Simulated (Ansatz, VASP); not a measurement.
## One calculation of SrCl2, two programs

The input INCAR:

```
PREC = Accurate
ENCUT = 520
EDIFF = 1E-7
ISMEAR = 0
SIGMA = 0.05
LREAL = F
LASPH = T
NELM = 60
ALGO = Normal
ISIF = 2
LWAVE = F
LCHARG = F
GGA = PE
NBANDS = 19
```

The input KPOINTS:

```
regular mesh
0
Gamma
  6 6 6
```

File POSCAR:

```
SrCl2
1.0
    0.0000000000      3.4817946549      3.5953011607
    3.4817946549      0.0000000000      3.5953011607
    3.4817946549      3.4817946549      0.0000000000
Sr Cl
1 2
Direct
    0.0000000000      0.0000000000      0.0000000000
    0.2500000000      0.2500000000      0.2500000000
    0.7500000000      0.7500000000      0.7500000000
```

Input for Ansatz:

```yaml
crystal:
  lattice:
    - [0.0, 3.4817946549, 3.5953011607]
    - [3.4817946549, 0.0, 3.5953011607]
    - [3.4817946549, 3.4817946549, 0.0]
  atoms:
    - { symbol: Sr, position: [0.0, 0.0, 0.0] }
    - { symbol: Cl, position: [0.25, 0.25, 0.25] }
    - { symbol: Cl, position: [0.75, 0.75, 0.75] }
basis:
  ecutwfc: 420
kpoints:
  mp_grid: { grid: [6, 6, 6] }
hamiltonian:
  xc: pbe
scf:
  occupations: { method: gaussian, width: 0.05 }
output:
  forces: true
  stress: true
  eigenvalues: true
  write_density: true
  write_potential: true
  elf: true
  volumetric_format: npy
```

Alike in both runs: task single point; functional PBE; k mesh 6 × 6 × 6; occupations gaussian, width 0.05 eV; no spin polarisation.

|  | VASP | Ansatz |
| --- | --- | --- |
| version | VASP 6.6.1 | Ansatz 0.2.0 |
| potentials or method | VASP PAW PBE potentials, release 64 (Sr_sv, Cl), cutoff 520 eV | scalar-relativistic, plane waves, PAW |
| valence electrons in the cell | 24 | 24 |

Ansatz gave:

* gap on the k mesh at the Fermi level (eV): 5.14
* least direct gap on the mesh (eV): 5.44
* pressure (GPa): 0.0
* traceless stress, the component that is largest in VASP (GPa): -1.06

Task: Estimate VASP's values.

Result: gap on the k mesh at the Fermi level (eV): 5.14; least direct gap on the mesh (eV): 5.44; pressure (GPa): 0.1; traceless stress, the component that is largest in VASP (GPa): -1.05.

With one functional, cell and mesh, what is left measures potentials, basis and numerics.
